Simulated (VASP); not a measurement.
Input of a VASP 6.6.1 run:

Contents of INCAR:

```
PREC     = Accurate       # precision mode
ENCUT    = 520            # plane-wave cutoff, eV
EDIFF    = 1E-6           # SCF threshold, eV
ISMEAR   = 0              # smearing method
SIGMA    = 0.05           # smearing width, eV
LREAL    = Auto         
LASPH    = T              # aspherical terms in the spheres
NELM     = 150            # most SCF steps
ALGO     = Normal         # electronic algorithm
ISIF     = 2              # what is computed and relaxed
LWAVE    = F              # write WAVECAR
LCHARG   = F              # write CHGCAR
LMAXMIX  = 4              # l up to which the mixer works
LDAU     = T              # DFT+U
LDAUTYPE = 2            
LDAUL    = 2 -1 -1        # shell
LDAUU    = 5 0 0          # U, eV
LDAUJ    = 0 0 0        
LDAUPRINT= 1            
GGA      = PS             # functional
NBANDS   = 85             # bands
```

File KPOINTS:

```
regular mesh
0
Gamma
  3 3 3
```

File POSCAR:

```
Ga7CuAs8
1.0
    0.0000000000      5.6537000000      5.6537000000
    5.6537000000      0.0000000000      5.6537000000
    5.6537000000      5.6537000000      0.0000000000
Cu Ga As
1 7 8
Direct
    1.0000000000      0.0000000000      1.0000000000
    0.0032178902      0.0032178902      0.4967821098
    0.0032178902      0.4967821098      0.0032178902
    0.0032178902      0.4967821098      0.4967821098
    0.4967821098      0.0032178902      0.0032178902
    0.4967821098      0.0032178902      0.4967821098
    0.4967821098      0.4967821098      0.0032178902
    0.5000000000      0.5000000000      0.5000000000
    0.1207161911      0.1207161911      0.1207161911
    0.1207161911      0.1207161911      0.6378514266
    0.1207161911      0.6378514266      0.1207161911
    0.1238712265      0.6253762578      0.6253762578
    0.6378514266      0.1207161911      0.1207161911
    0.6253762578      0.1238712265      0.6253762578
    0.6253762578      0.6253762578      0.1238712265
    0.6253762578      0.6253762578      0.6253762578
```

Potentials or basis: VASP PAW PBE potentials, release 64 (Cu, Ga_d, As).

Run with:

```console
$ cat potpaw_PBE.64/Cu/POTCAR potpaw_PBE.64/Ga_d/POTCAR potpaw_PBE.64/As/POTCAR > POTCAR
$ mpirun -np 1 vasp_std > vasp.out
```

Question: Predict the largest force.

Answer: 0.079 eV/Å.

Question: What does it give for the band gap on the k mesh?

Answer: Zero (bands 71 and 72 overlap by 0.82 eV).

Question: Predict the pressure.

Answer: -1.2 GPa.

Forces in eV/Å, atoms in the order of the input:
```
Cu   0.000  0.000  0.000
Ga   0.000  0.000 -0.009
Ga   0.000 -0.009  0.000
Ga   0.009  0.000  0.000
Ga  -0.009  0.000  0.000
Ga   0.000  0.009  0.000
Ga   0.000  0.000  0.009
Ga   0.000  0.000  0.000
As  -0.045 -0.045 -0.045
As   0.045  0.045 -0.045
As   0.045 -0.045  0.045
As   0.014 -0.014 -0.014
As  -0.045  0.045  0.045
As  -0.014  0.014 -0.014
As  -0.014 -0.014  0.014
As   0.014  0.014  0.014
```

Caveat: the PAW data sets were made with another functional, which shifts forces and pressure a little; U without spin polarisation on a metal has little footing; the U is typed as a test and isn't derived for this compound.
